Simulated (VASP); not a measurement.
# Li7Bi in VASP: further runs

Li7Bi is run at these levels: PBE; tasks: single point.

Everything below comes from runs of VASP 6.6.1. Logs are shortened: lines on timing, memory, paths and dates and some standing lists are left out, and cuts for length are marked.

**1. The cell of the first run**

The typed cell holds 8 atoms: a = 5.905 Å, b = 5.915 Å, c = 6.730 Å, α = 55.37°, β = 55.55°, γ = 69.05°.

**2. Single point, PBE**

The input, INCAR:

```
SYSTEM = Li7Bi
PREC = Accurate
ENCUT = 520
EDIFF = 1E-6
ISMEAR = 0
SIGMA = 0.2
LREAL = .FALSE.
LASPH = .TRUE.
NELM = 100
ALGO = Fast
ISIF = 2
LWAVE = .FALSE.
LCHARG = .FALSE.
GGA = PE
NBANDS = 28
```

The input, KPOINTS:

```
Automatic mesh
0
G
  4 4 4
  0 0 0
```

The input, POSCAR:

```
Li7Bi
1.0
    0.0006827039      4.7299185052      3.5344965176
    4.7452053799      0.0005322410      3.5315636041
    4.7662049270      4.7519148008      0.0005560745
Li Bi
7 1
Direct
    0.4912740762      0.0153537578      0.9810647101
    0.0113354354      0.4779878259      0.5209985954
    0.0165555786      0.4937548801      0.9800802385
    0.4761004380      0.0084267703      0.5232983564
   -0.0055125236      0.9970417761      0.4925754078
    0.4962603884      0.4918427785      1.0096936094
    0.5428357838      0.5420990826      0.4565565385
   -0.0288491767     -0.0265068712      0.0357325438
```

Potentials or basis: VASP PAW PBE potentials, release 64 (Li_sv, Bi_d).

Started as:

```sh
$ cat potpaw_PBE.64/Li_sv/POTCAR potpaw_PBE.64/Bi_d/POTCAR > POTCAR
$ mpirun -np 1 vasp_std > vasp.out
```

OUTCAR:

```text
SYSTEM = Li7Bi
   PREC = Accurate
   ENCUT = 520
   EDIFF = 1E-6
   ISMEAR = 0
   LREAL = .FALSE.
   LASPH = .TRUE.
   NELM = 100
   ISIF = 2
   GGA = PE

 ion  position               nearest neighbor table
   1  0.491  0.015  0.981-   8 2.96   8 2.97
   2  0.011  0.478  0.521-   8 2.96   8 2.97
   3  0.017  0.494  0.980-   8 2.97   8 2.97
   4  0.476  0.008  0.523-   8 2.97   8 2.97
   5  0.994  0.997  0.493-   8 3.24
   6  0.496  0.492  0.010-
   7  0.543  0.542  0.457-   8 3.04
   8  0.971  0.973  0.036-   1 2.96   2 2.96   1 2.97   2 2.97   3 2.97   4 2.97   4 2.97   3 2.97
                             7 3.04   5 3.24

  LATTYP: Found a triclinic cell.
 ALAT       =     5.9151429290
 B/A-ratio  =     1.1378143678
 C/A-ratio  =     1.1325295988
 COS(alpha) =     0.0030990107
 COS(beta)  =     0.5678309524
 COS(gamma) =     0.5682142138

  Lattice vectors:

 A1 = (  -4.7452053799,  -0.0005322410,  -3.5315636041)
 A2 = (  -4.7662049270,  -4.7519148008,  -0.0005560745)
 A3 = (  -4.7445226760,   4.7293862642,   0.0029329135)

Analysis of symmetry for initial positions (statically):
=====================================================================
 Subroutine PRICEL returns:
 Original cell was already a primitive cell.

 Routine SETGRP: Setting up the symmetry group for a
 triclinic supercell.

 Subroutine GETGRP returns: Found  1 space group operations
 (whereof  1 operations were pure point group operations)
 out of a pool of  2 trial point group operations.

The static configuration has the point symmetry C_1 .

Analysis of symmetry for dynamics (positions and initial velocities):
=====================================================================
 Subroutine PRICEL returns:
 Original cell was already a primitive cell.

 Routine SETGRP: Setting up the symmetry group for a
 triclinic supercell.

 Subroutine GETGRP returns: Found  1 space group operations
 (whereof  1 operations were pure point group operations)
 out of a pool of  2 trial point group operations.

The dynamic configuration has the point symmetry C_1 .

 Subroutine INISYM returns: Found  1 space group operations
 (whereof  1 operations are pure point group operations),
 and found     1 'primitive' translations

----------------------------------------------------------------------------------------

                                     Primitive cell

  volume of cell :     159.2805

  direct lattice vectors                    reciprocal lattice vectors
     0.000682704  4.729918505  3.534496518    -0.105359333  0.105659609  0.141550738
     4.745205380  0.000532241  3.531563604     0.105430321 -0.105763935  0.141514587
     4.766204927  4.751914801  0.000556074     0.104859823  0.105282812 -0.140911360

  length of vectors
     5.904641832  5.915142929  6.730334612     0.205672442  0.205737553  0.204782969

  position of ions in fractional coordinates (direct lattice)
     0.491274076  0.015353758  0.981064710
     0.011335435  0.477987826  0.520998595
     0.016555579  0.493754880  0.980080239
     0.476100438  0.008426770  0.523298356
     0.994487476  0.997041776  0.492575408
     0.496260388  0.491842779  0.009693609
     0.542835784  0.542099083  0.456556539
     0.971150823  0.973493129  0.035732544

  ion indices of the primitive-cell ions
   primitive index   ion index
                 1           1
                 2           2
                 3           3
                 4           4
                 5           5
                 6           6
                 7           7
                 8           8

----------------------------------------------------------------------------------------

 KPOINTS: Automatic mesh

Automatic generation of k-mesh.
 Grid dimensions read from file:
 generate k-points for:    4    4    4

 Generating k-lattice:

  Cartesian coordinates                     Fractional coordinates (reciprocal lattice)
    -0.026339833  0.026414902  0.035387685     0.250000000  0.000000000  0.000000000
     0.026357580 -0.026440984  0.035378647     0.000000000  0.250000000  0.000000000
     0.026214956  0.026320703 -0.035227840    -0.000000000  0.000000000  0.250000000

  Length of vectors
     0.051418110  0.051434388  0.051195742

  Shift w.r.t. Gamma in fractional coordinates (k-lattice)
     0.000000000  0.000000000  0.000000000

 Subroutine IBZKPT returns following result:
 ===========================================

 Found     36 irreducible k-points:

 Following reciprocal coordinates:
            Coordinates               Weight
  0.000000  0.000000  0.000000      1.000000
  0.250000  0.000000  0.000000      2.000000
  0.500000  0.000000  0.000000      1.000000
  0.000000  0.250000 -0.000000      2.000000
  0.250000  0.250000 -0.000000      2.000000
  0.500000  0.250000 -0.000000      2.000000
[... 16 lines left out ...]
 -0.000000 -0.250000  0.250000      2.000000
  0.250000 -0.250000  0.250000      2.000000
 [... further k-points ...]
   k-points           NKPTS =     36   k-points in BZ     NKDIM =     36   number of bands    NBANDS=     28
   number of dos      NEDOS =    301   number of ions     NIONS =      8
   total plane-waves  NPLWV = 115200
   dimension x,y,z NGX =    48 NGY =   48 NGZ =   50
   dimension x,y,z NGXF=    96 NGYF=   96 NGZF=  100
   ions per type =               7   1
   NGX,Y,Z   is equivalent  to a cutoff of  13.51, 13.49, 12.35 a.u.
   NGXF,Y,Z  is equivalent  to a cutoff of  27.03, 26.98, 24.70 a.u.
 SYSTEM =  Li7Bi
   PREC   = accura    normal or accurate (medium, high low for compatibility)
   ISTART =      0    job   : 0-new  1-cont  2-samecut
   ICHARG =      2    charge: 1-file 2-atom 10-const
   ISPIN  =      1    spin polarized calculation?
   LNONCOLLINEAR =      F non collinear calculations
   LSORBIT =      F    spin-orbit coupling
   LASPH  =      T    aspherical Exc in radial PAW
   ENCUT  =  520.0 eV  38.22 Ry    6.18 a.u.  10.98 11.00 12.51*2*pi/ulx,y,z
   NELM   =    100;   NELMIN=  2; NELMDL= -5     # of ELM steps
   EDIFF  = 0.1E-05   stopping-criterion for ELM
   LREAL  =      F    real-space projection
   EDIFFG = 0.1E-04   stopping-criterion for IOM
   NSW    =      0    number of steps for IOM
   IBRION =     -1    ionic relax: 0-MD 1-quasi-New 2-CG
   NFREE  =      0    steps in history (QN), initial steepest desc. (CG)
   ISIF   =      2    stress and relaxation
   ISYM   =      2    0-nonsym 1-usesym 2-fastsym
   POTIM  = 0.5000    time-step for ionic-motion
   TEBEG  =    0.0;   TEEND  =   0.0 temperature during run
   PSTRESS=    0.0 pullay stress
   NELECT =      36.0000    total number of electrons
   NUPDOWN=      -1.0000    fix difference up-down
   EMIN   =  10.00;   EMAX   =-10.00  energy-range for DOS
   EFERMI =   0.00;   METHOD = LEGACY
   ISMEAR =     0;   SIGMA  =   0.20  broadening in eV -4-tet -1-fermi 0-gaus
   EFERMI_NEDOS =   21; number of points for ismear=-14 and -15
   IALGO  =     68    algorithm
   IMIX   =      4    mixing-type and parameters
     AMIX     =   0.40;   BMIX     =  1.00
     AMIX_MAG =   1.60;   BMIX_MAG =  1.00
  volume/ion in A,a.u.               =      19.91       134.36
  Fermi-wavevector in a.u.,A,eV,Ry     =   0.997213  1.884460 13.530104  0.994435
  Thomas-Fermi vector in A             =   2.129354
   LORBIT       =      0    0 simple, 1 ext, 2 COOP (PROOUT), +10 PAW based schemes
   GGA     = PE    functional components
   LHFCALC =     F    Hartree Fock is set to
   AEXX    =    0.0000 exact exchange contribution
   IVDW    =     0    specifies the selected vdW correction
   LEPSILON=     F    determine dielectric tensor
   LRPA    =     F    only Hartree local field effects (RPA)
 non-spin polarized calculation
 RMM-DIIS sequential band-by-band and
 Gauss-broadening in eV      SIGMA  =   0.20
  energy-cutoff  :      520.00
  volume of cell :      159.28
 maximum number of plane-waves:      4324
 NGX is ok and might be reduce to    48
   NGX = 21   NGY = 21   NGZ = 25

 number of electron      36.0000001 magnetization

 Free energy of the ion-electron system (eV)
  ---------------------------------------------------
  ext. energy  EPLUGINS =         0.00000000
  ---------------------------------------------------
  free energy    TOTEN  =       -18.71117298 eV

  energy without entropy =      -18.63322211  energy(sigma->0) =      -18.67219754

 E-fermi :   2.3255     XC(G=0):  -7.8412

 val. band max:        2.3207791255   @ k =   0.2500   0.2500   0.2500
 cond. band min:       2.3303880389   @ k =   0.0000   0.0000   0.0000
 fundamental gap:      0.0096089134
 Fermi energy:         2.3255037288

 k-point     1 :       0.0000    0.0000    0.0000
  band No.  band energies     occupation
      1     -44.2791      2.00000
      2     -44.2619      2.00000
      3     -44.2538      2.00000
      4     -44.2471      2.00000
      5     -44.2456      2.00000
      6     -44.2423      2.00000
[... 20 lines left out ...]
     27       7.3946      0.00000
     28       7.4597      0.00000

 k-point     2 :       0.2500    0.0000    0.0000
  band No.  band energies     occupation
      1     -44.2780      2.00000
      2     -44.2609      2.00000
      3     -44.2543      2.00000
      4     -44.2473      2.00000
      5     -44.2455      2.00000
      6     -44.2426      2.00000
[... 20 lines left out ...]
     27       7.0100      0.00000
     28       7.7050      0.00000

 k-point     3 :       0.5000    0.0000    0.0000
  band No.  band energies     occupation
      1     -44.2769      2.00000
      2     -44.2584      2.00000
      3     -44.2568      2.00000
      4     -44.2467      2.00000
      5     -44.2452      2.00000
      6     -44.2431      2.00000
[... 616 lines left out ...]
      3     -44.2563      2.00000
      4     -44.2470      2.00000
      5     -44.2458      2.00000
      6     -44.2422      2.00000
[... 20 lines left out ...]
     27       8.0615      0.00000
     28       8.4656      0.00000

 k-point    24 :       0.2500   -0.2500    0.2500
  band No.  band energies     occupation
      1     -44.2769      2.00000
      2     -44.2594      2.00000
      3     -44.2552      2.00000
      4     -44.2476      2.00000
      5     -44.2455      2.00000
      6     -44.2428      2.00000
[... 20 lines left out ...]
     27       8.1226      0.00000
     28       8.6659      0.00000

 [... further k-points ...]

------------------------ aborting loop because EDIFF is reached ----------------------------------------

  FORCE on cell =-STRESS in cart. coord.  units (eV):
  Direction    XX          YY          ZZ          XY          YZ          ZX
  --------------------------------------------------------------------------------------
  -------------------------------------------------------------------------------------
  Total       -0.0208417      0.0262115     -0.0762088      0.0194112     -0.0062974     -0.0207797
  in kB       -0.2096435      0.2636568     -0.7665717      0.1952545     -0.0633449     -0.2090195
  external PRESSURE =      -0.2375195 kB  Pullay stress =       0.0000000 kB

 VOLUME and BASIS-vectors are now :
 -----------------------------------------------------------------------------
  energy-cutoff  :      520.00
  volume of cell :      159.28
      direct lattice vectors                 reciprocal lattice vectors
     0.000682704  4.729918505  3.534496518    -0.105359333  0.105659609  0.141550738
     4.745205380  0.000532241  3.531563604     0.105430321 -0.105763935  0.141514587
     4.766204927  4.751914801  0.000556074     0.104859823  0.105282812 -0.140911360

 POSITION                                       TOTAL-FORCE (eV/Angst)
 -----------------------------------------------------------------------------------
      4.74915      6.98563      1.79117         0.001907      0.005003      0.002781
      4.75134      2.52961      1.72840         0.001065     -0.005612      0.001455
      7.01424      4.73583      1.80279         0.002624      0.002948      0.002889
      2.53446      4.73859      1.71283        -0.002523      0.001116      0.000185
      7.07956      7.04505      7.03640        -0.005444      0.000129      0.002567
      2.38044      2.39360      3.49101         0.000935     -0.000847     -0.000035
      4.74878      4.73738      3.83336         0.000619     -0.000795     -0.001140
      4.79040      4.76378      6.87050         0.000817     -0.001942     -0.008703
 -----------------------------------------------------------------------------------
    total drift:                                0.000162      0.000133     -0.000155

  FREE ENERGIE OF THE ION-ELECTRON SYSTEM (eV)
  ---------------------------------------------------
  free  energy   TOTEN  =       -18.7111729768 eV

  energy  without entropy=      -18.6332221128  energy(sigma->0) =      -18.67219754
```

Run time: 21 min. Hardware: 1 thread of Oxide Virtual Turin-like, shared host; peak memory 0.37 GiB.

Results:

| Quantity | Value |
| --- | --- |
| Free energy | -18.7112 eV |
| Largest force | 0.009 eV/Å |
| Band gap on the k mesh | zero (bands 18 and 19 overlap by 0.66 eV) |

Forces on the atoms (eV/Å):
```
Li   0.002  0.005  0.003
Li   0.001 -0.006  0.001
Li   0.003  0.003  0.003
Li  -0.003  0.001  0.000
Li  -0.005  0.000  0.003
Li   0.001 -0.001  0.000
Li   0.001 -0.001 -0.001
Bi   0.001 -0.002 -0.009
```

Levels at points of the mesh, in eV from the Fermi level:
```csv
k point,band 14,band 15,band 16,band 17,band 18,band 19,band 20,band 21,band 22,band 23
"(0.00, 0.00, 0.00)",-2.33,-2.25,-2.24,-2.12,0.00,0.13,0.15,2.64,2.71,2.90
"(0.50, 0.00, 0.00)",-3.49,-2.34,-2.13,-1.34,-0.15,0.57,1.20,1.83,1.92,3.89
"(0.00, 0.50, 0.00)",-3.49,-2.34,-2.14,-1.34,-0.15,0.56,1.18,1.87,1.91,3.89
"(0.50, 0.50, 0.00)",-2.88,-2.73,-2.71,-1.42,-1.26,1.89,1.91,1.93,2.94,2.98
"(0.00, 0.00, 0.50)",-3.49,-2.33,-2.12,-1.33,-0.14,0.58,1.22,1.71,1.94,3.89
"(0.50, 0.00, 0.50)",-3.45,-2.43,-2.15,-1.44,-0.37,0.88,1.61,1.85,1.98,3.97
"(0.00, 0.50, 0.50)",-3.46,-2.42,-2.15,-1.44,-0.36,0.90,1.64,1.83,1.99,3.96
"(0.50, 0.50, 0.50)",-3.50,-2.34,-2.14,-1.33,-0.13,0.53,1.08,1.85,1.98,3.91
```

Caveat: the cutoff is under 1.25 times the usual one of these potentials, so pressure, stress and relaxed cells hold a basis-set (Pulay) error; spin-orbit coupling is left out, which moves the levels of the heavy elements.

**3. Single point, PBE**

The input, INCAR:

```
PREC = Accurate
ENCUT = 520
EDIFF = 1E-6
ISMEAR = 0
SIGMA = 0.1
LREAL = False
LASPH = True
NELM = 100
ALGO = Normal
ISIF = 2
LWAVE = False
LCHARG = True
GGA = PE
LELF = True
LVHAR = True
NBANDS = 28
```

The input, KPOINTS:

```
Automatic mesh
0
Gamma
  4 4 4
```

The input, POSCAR:

```
Li7Bi
1.0
    4.8690302836     -3.3495372241      0.0000000000
    4.8690302836      3.3495372241      0.0000000000
   -4.6315694001      0.0000000000      4.8832334453
Li Bi
7 1
Direct
    0.0130114523      0.4912740762      0.0189352899
    0.4756455204      0.0113354354      0.4790014046
    0.4912740762      0.0130114523      0.0189352899
    0.0113354354      0.4756455204      0.4790014046
    0.9945934735      0.9945934735      0.5074245922
    0.4928804307      0.4928804307      0.9903063906
    0.5412962804      0.5412962804      0.5434434615
    0.9711508233      0.9711508233      0.9642674562
```

Potentials or basis: VASP PAW PBE potentials, release 64 (Li_sv, Bi_d).

Started as:

```sh
$ cat potpaw_PBE.64/Li_sv/POTCAR potpaw_PBE.64/Bi_d/POTCAR > POTCAR
$ mpirun -np 1 vasp_std > vasp.out
```

Run time: 4 min. Hardware: 1 thread of Oxide Virtual Turin-like, shared host; peak memory 0.33 GiB.

It converged, with:

* Free energy: -18.6836 eV
* Largest force: 0.020 eV/Å
* Band gap on the k mesh: zero (bands 18 and 19 overlap by 0.66 eV)

Forces in eV/Å, atoms in the order of the input:
```
Li   0.013 -0.004 -0.002
Li  -0.009 -0.017 -0.004
Li   0.013  0.004 -0.002
Li  -0.009  0.017 -0.004
Li  -0.004  0.000  0.006
Li  -0.011  0.000  0.011
Li   0.017  0.000 -0.002
Bi  -0.011  0.000 -0.004
```

Levels at points of the mesh, in eV from the Fermi level:
| k point | band 16 | band 17 | band 18 | band 19 | band 20 | band 21 |
| --- | --- | --- | --- | --- | --- | --- |
| (0.00, 0.00, 0.00) | -2.20 | -2.09 | 0.04 | 0.17 | 0.17 | 2.68 |
| (0.50, 0.00, 0.00) | -2.09 | -1.31 | -0.12 | 0.60 | 1.22 | 1.89 |
| (0.50, 0.50, 0.00) | -2.67 | -1.39 | -1.22 | 1.93 | 1.95 | 1.96 |
| (0.00, 0.00, 0.50) | -2.08 | -1.30 | -0.11 | 0.60 | 1.26 | 1.75 |
| (0.50, 0.00, 0.50) | -2.11 | -1.41 | -0.33 | 0.92 | 1.66 | 1.88 |
| (0.50, 0.50, 0.50) | -2.10 | -1.29 | -0.10 | 0.57 | 1.11 | 1.89 |

Caveat: the cutoff is under 1.25 times the usual one of these potentials, so pressure, stress and relaxed cells hold a basis-set (Pulay) error; spin-orbit coupling is left out, which moves the levels of the heavy elements.
